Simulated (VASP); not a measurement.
# Sc in VASP: settings compared, part 2 of 2

VASP 6.6.1. The steps go on from the part before.

### 3 Single point, HSE06

This run uses another cell than the first one, of the same volume but with other edges.

POSCAR

```
Sc
1.0
   -1.9172054859      1.9172054859      1.7176030000
    1.9172054859     -1.9172054859      1.7176030000
    1.9172054859      1.9172054859     -1.7176030000
Sc
1
Direct
    0.0000000000      0.0000000000      0.0000000000
```

INCAR.step1

```
  ALGO = Normal
  EDIFF = 1E-5
  ENCUT = 520
  GGA = PE
  ISIF = 2
  ISMEAR = -1
  LASPH = True
  LCHARG = False
  LREAL = False
  LWAVE = True
  NBANDS = 12
  NELM = 60
  PREC = Accurate
  SIGMA = 0.05
```

INCAR.step2

```
  ALGO = Normal
  EDIFF = 1E-6
  ENCUT = 520
  GGA = PE
  HFSCREEN = 0.2079
  ISIF = 2
  ISMEAR = -1
  ISTART = 1
  LASPH = True
  LCHARG = False
  LHFCALC = True
  LREAL = False
  LWAVE = False
  NBANDS = 12
  NELM = 60
  PREC = Accurate
  PRECFOCK = Normal
  SIGMA = 0.05
```

KPOINTS

```
k-points
0
Gamma
  6 6 6
```

Potentials or basis: VASP PAW PBE potentials, release 64 (Sc_sv).

Command:

```
cat potpaw_PBE.64/Sc_sv/POTCAR > POTCAR
cp INCAR.step1 INCAR
mpirun -np 1 vasp_std > vasp.out
cp INCAR.step2 INCAR
mpirun -np 1 vasp_std > vasp.out
```

OUTCAR:

```text
EDIFF = 1E-6
   ENCUT = 520
   GGA = PE
   HFSCREEN = 0.2079
   ISIF = 2
   ISMEAR = -1
   ISTART = 1
   LASPH = True
   LHFCALC = True
   LREAL = False
   NELM = 60
   PREC = Accurate
   PRECFOCK = Normal

 ion  position               nearest neighbor table
   1  0.000  0.000  0.000-

  LATTYP: Found a body centered tetragonal cell.
 ALAT       =     3.8344109718
 C/A-ratio  =     0.8958888406

  Lattice vectors:

 A1 = (  -1.9172054859,   1.9172054859,   1.7176030000)
 A2 = (   1.9172054859,  -1.9172054859,   1.7176030000)
 A3 = (   1.9172054859,   1.9172054859,  -1.7176030000)

Analysis of symmetry for initial positions (statically):
=====================================================================
 Subroutine PRICEL returns:
 Original cell was already a primitive cell.

 Routine SETGRP: Setting up the symmetry group for a
 body centered tetragonal supercell.

 Subroutine GETGRP returns: Found 16 space group operations
 (whereof 16 operations were pure point group operations)
 out of a pool of 16 trial point group operations.

The static configuration has the point symmetry D_4h.

Analysis of symmetry for dynamics (positions and initial velocities):
=====================================================================
 Subroutine PRICEL returns:
 Original cell was already a primitive cell.

 Routine SETGRP: Setting up the symmetry group for a
 body centered tetragonal supercell.

 Subroutine GETGRP returns: Found 16 space group operations
 (whereof 16 operations were pure point group operations)
 out of a pool of 16 trial point group operations.

The dynamic configuration has the point symmetry D_4h.

 Subroutine INISYM returns: Found 16 space group operations
 (whereof 16 operations are pure point group operations),
 and found     1 'primitive' translations

----------------------------------------------------------------------------------------

                                     Primitive cell

  volume of cell :      25.2534

  direct lattice vectors                    reciprocal lattice vectors
    -1.917205486  1.917205486  1.717603000     0.000000000  0.260796249  0.291103357
     1.917205486 -1.917205486  1.717603000     0.260796249  0.000000000  0.291103357
     1.917205486  1.917205486 -1.717603000     0.260796249  0.260796249  0.000000000

  length of vectors
     3.209597142  3.209597142  3.209597142     0.390839927  0.390839927  0.368821593

  position of ions in fractional coordinates (direct lattice)
     0.000000000  0.000000000  0.000000000

  ion indices of the primitive-cell ions
   primitive index   ion index
                 1           1

----------------------------------------------------------------------------------------

 KPOINTS: k-points

Automatic generation of k-mesh.
 Grid dimensions read from file:
 generate k-points for:    6    6    6

 Generating k-lattice:

  Cartesian coordinates                     Fractional coordinates (reciprocal lattice)
     0.000000000  0.043466042  0.048517226     0.166666667  0.000000000  0.000000000
[... 42 lines left out ...]
   number of dos      NEDOS =    301   number of ions     NIONS =      1
   total plane-waves  NPLWV =  13824
   dimension x,y,z NGX =    24 NGY =   24 NGZ =   24
   dimension x,y,z NGXF=    48 NGYF=   48 NGZF=   48
   ions per type =               1
   NGX,Y,Z   is equivalent  to a cutoff of  12.43, 12.43, 12.43 a.u.
   NGXF,Y,Z  is equivalent  to a cutoff of  24.86, 24.86, 24.86 a.u.
 SYSTEM =  unknown system
   PREC   = accura    normal or accurate (medium, high low for compatibility)
   ISTART =      1    job   : 0-new  1-cont  2-samecut
   ICHARG =      0    charge: 1-file 2-atom 10-const
   ISPIN  =      1    spin polarized calculation?
   LNONCOLLINEAR =      F non collinear calculations
   LSORBIT =      F    spin-orbit coupling
   LASPH  =      T    aspherical Exc in radial PAW
   ENCUT  =  520.0 eV  38.22 Ry    6.18 a.u.   5.97  5.97  5.97*2*pi/ulx,y,z
   NELM   =     60;   NELMIN=  2; NELMDL=  0     # of ELM steps
   EDIFF  = 0.1E-05   stopping-criterion for ELM
   LREAL  =      F    real-space projection
   EDIFFG = 0.1E-04   stopping-criterion for IOM
   NSW    =      0    number of steps for IOM
   IBRION =     -1    ionic relax: 0-MD 1-quasi-New 2-CG
   NFREE  =      0    steps in history (QN), initial steepest desc. (CG)
   ISIF   =      2    stress and relaxation
   ISYM   =      3    0-nonsym 1-usesym 2-fastsym
   POTIM  = 0.5000    time-step for ionic-motion
   TEBEG  =    0.0;   TEEND  =   0.0 temperature during run
   PSTRESS=    0.0 pullay stress
   NELECT =      11.0000    total number of electrons
   NUPDOWN=      -1.0000    fix difference up-down
   EMIN   =  10.00;   EMAX   =-10.00  energy-range for DOS
   EFERMI =   0.00;   METHOD = LEGACY
   ISMEAR =    -1;   SIGMA  =   0.05  broadening in eV -4-tet -1-fermi 0-gaus
   EFERMI_NEDOS =   21; number of points for ismear=-14 and -15
   IALGO  =     38    algorithm
   IMIX   =      1    mixing-type and parameters
     AMIX     =   0.40;   BMIX     =  1.00
     AMIX_MAG =   1.60;   BMIX_MAG =  1.00
  volume/ion in A,a.u.               =      25.25       170.42
  Fermi-wavevector in a.u.,A,eV,Ry     =   1.240983  2.345117 20.953486  1.540038
  Thomas-Fermi vector in A             =   2.375400
   LORBIT       =      0    0 simple, 1 ext, 2 COOP (PROOUT), +10 PAW based schemes
   GGA     = PE    functional components
   LHFCALC =     T    Hartree Fock is set to
   PRECFOCK=normal    Normal, Fast or Accurate (Low or Medium for compatibility)
   ENCUT4O =  -1.0   cutoff for four orbital integrals eV
   NKREDX  =     1    reduce k-point grid by
   NKREDY  =     1    reduce k-point grid by
   NKREDZ  =     1    reduce k-point grid by
   AEXX    =    0.2500 exact exchange contribution
   HFSCREEN=    0.2079 screening length (either q_TF or 0.3 A-1)
   HFSCREENC=   0.2079 screening length for correlation (either q_TF or 0.3 A-1)
   ENCUTFOCK=  -1.0 apply spherical cutoff to Coloumb kernel
   IVDW    =     0    specifies the selected vdW correction
   LEPSILON=     F    determine dielectric tensor
   LRPA    =     F    only Hartree local field effects (RPA)
 non-spin polarized calculation
  energy-cutoff  :      520.00
  volume of cell :       25.25
 maximum number of plane-waves:       695
  NGX = 18; NGY = 18; NGZ = 18

 number of electron      11.0000004 magnetization

 Free energy of the ion-electron system (eV)
  ---------------------------------------------------
  ext. energy  EPLUGINS =         0.00000000
  ---------------------------------------------------
  free energy    TOTEN  =        -7.36038269 eV

  energy without entropy =       -7.35179012  energy(sigma->0) =       -7.35608640

 E-fermi :   3.8185     XC(G=0):  -8.1368

 val. band max:        3.6777040356   @ k =   0.3333   0.3333   0.0000
 cond. band min:       3.8326576414   @ k =   0.3333   0.1667   0.0000
 fundamental gap:      0.1549536058
 Fermi energy:         3.8184885710

 k-point     1 :       0.0000    0.0000    0.0000
  band No.  band energies     occupation
      1     -50.4262      2.00000
      2     -27.2556      2.00000
      3     -27.2556      2.00000
      4     -27.2071      2.00000
      5      -2.5844      2.00000
      6       5.5263      0.00000
      7       6.2731      0.00000
      8       6.2731      0.00000
      9       6.8031      0.00000
     10       7.6923      0.00000
     11      17.8438      0.00000
     12      17.8438      0.00000
[... 331 lines left out ...]
 k-point    24 :      -0.1667   -0.3333    0.1667
  band No.  band energies     occupation
      1     -50.3645      2.00000
      2     -27.5196      2.00000
      3     -27.3789      2.00000
      4     -27.3282      2.00000
      5       1.2057      2.00000
      6       4.3245      0.00008
      7       5.1464      0.00000
      8       6.2396      0.00000
      9       7.5938      0.00000
     10       8.3826      0.00000
     11      13.6414      0.00000
     12      15.7051      0.00000

 [... further k-points ...]

------------------------ aborting loop because EDIFF is reached ----------------------------------------

  FORCE on cell =-STRESS in cart. coord.  units (eV):
  Direction    XX          YY          ZZ          XY          YZ          ZX
  --------------------------------------------------------------------------------------
  -------------------------------------------------------------------------------------
  Total       -0.1176518     -0.1176518      0.4785831      0.0000000      0.0000000     -0.0000000
  in kB       -7.4642971     -7.4642971     30.3632213      0.0000000      0.0000000     -0.0000000
  external PRESSURE =       5.1448757 kB  Pullay stress =       0.0000000 kB

 VOLUME and BASIS-vectors are now :
 -----------------------------------------------------------------------------
  energy-cutoff  :      520.00
  volume of cell :       25.25
      direct lattice vectors                 reciprocal lattice vectors
    -1.917205486  1.917205486  1.717603000     0.000000000  0.260796249  0.291103357
     1.917205486 -1.917205486  1.717603000     0.260796249  0.000000000  0.291103357
     1.917205486  1.917205486 -1.717603000     0.260796249  0.260796249  0.000000000

 POSITION                                       TOTAL-FORCE (eV/Angst)
 -----------------------------------------------------------------------------------
      0.00000      0.00000      0.00000        -0.000000     -0.000000      0.000000
 -----------------------------------------------------------------------------------
    total drift:                               -0.000000      0.000000     -0.000000

  FREE ENERGIE OF THE ION-ELECTRON SYSTEM (eV)
  ---------------------------------------------------
  free  energy   TOTEN  =        -7.3603826924 eV

  energy  without entropy=       -7.3517901174  energy(sigma->0) =       -7.35608640
```

OUTCAR.step1:

```text
EDIFF = 1E-5
   ENCUT = 520
   GGA = PE
   ISIF = 2
   ISMEAR = -1
   LASPH = True
[... 575 lines left out ...]

 POSITION                                       TOTAL-FORCE (eV/Angst)
 -----------------------------------------------------------------------------------
      0.00000      0.00000      0.00000         0.000000      0.000000     -0.000000
 -----------------------------------------------------------------------------------
    total drift:                                0.000000      0.000000     -0.000000

  FREE ENERGIE OF THE ION-ELECTRON SYSTEM (eV)
  ---------------------------------------------------
  free  energy   TOTEN  =        -6.1525104079 eV

  energy  without entropy=       -6.1300968003  energy(sigma->0) =       -6.14130360
```

OSZICAR.step1:

```text
N       E                     dE             d eps       ncg     rms          rms(c)
DAV:   1     0.751956681627E+02    0.75196E+02   -0.51000E+03   720   0.886E+02
DAV:   2    -0.548278083555E+01   -0.80678E+02   -0.79416E+02   720   0.285E+02
DAV:   3    -0.689888550734E+01   -0.14161E+01   -0.13831E+01   964   0.492E+01
DAV:   4    -0.692298531736E+01   -0.24100E-01   -0.24085E-01   896   0.515E+00
DAV:   5    -0.692335320523E+01   -0.36789E-03   -0.36789E-03   952   0.551E-01    0.526E+00
DAV:   6    -0.624546468086E+01    0.67789E+00   -0.10139E+00  1076   0.143E+01    0.157E+00
DAV:   7    -0.615886068804E+01    0.86604E-01   -0.21706E-01  1100   0.614E+00    0.668E-01
DAV:   8    -0.615451139667E+01    0.43493E-02   -0.26870E-02   944   0.244E+00    0.264E-01
DAV:   9    -0.615251547269E+01    0.19959E-02   -0.58806E-03  1060   0.104E+00    0.286E-02
DAV:  10    -0.615251040794E+01    0.50648E-05   -0.80735E-05  1088   0.110E-01
   1 F= -.61525104E+01 E0= -.61413036E+01  d E =-.224136E-01
```

It took 10 min on 1 thread of Intel Xeon 6975P-C (Granite Rapids), shared host; peak memory 0.25 GiB.

What came out:

| Item | Value |
| --- | --- |
| Free energy | -7.3604 eV |
| Pressure | 0.5 GPa |
| Band gap on the k mesh | zero (an odd number of electrons rules out a gap without spin polarisation) |

Stress tensor (GPa, compression positive):
```
-0.75  0.00  0.00
 0.00 -0.75  0.00
 0.00  0.00  3.04
```

Levels at points of the mesh, in eV from the Fermi level:
```csv
k point,band 3,band 4,band 5,band 6,band 7,band 8
"(0.00, 0.00, 0.00)",-31.07,-31.03,-6.40,1.71,2.45,2.45
"(0.50, 0.00, 0.00)",-31.19,-31.08,-2.02,0.27,0.55,3.43
"(0.50, 0.50, 0.00)",-31.12,-31.06,-2.20,-0.51,1.46,2.89
"(0.50, 0.50, 0.50)",-31.35,-31.23,-1.69,-1.43,4.65,4.65
```

Caveat: the k points lie up to 0.41 Å⁻¹ apart, too coarse for converged energies and pressures of a metal; the PAW data sets were made with another functional, which shifts forces and pressure a little.

The gap in the log of VASP goes by the Fermi energy; the results here count the filled bands.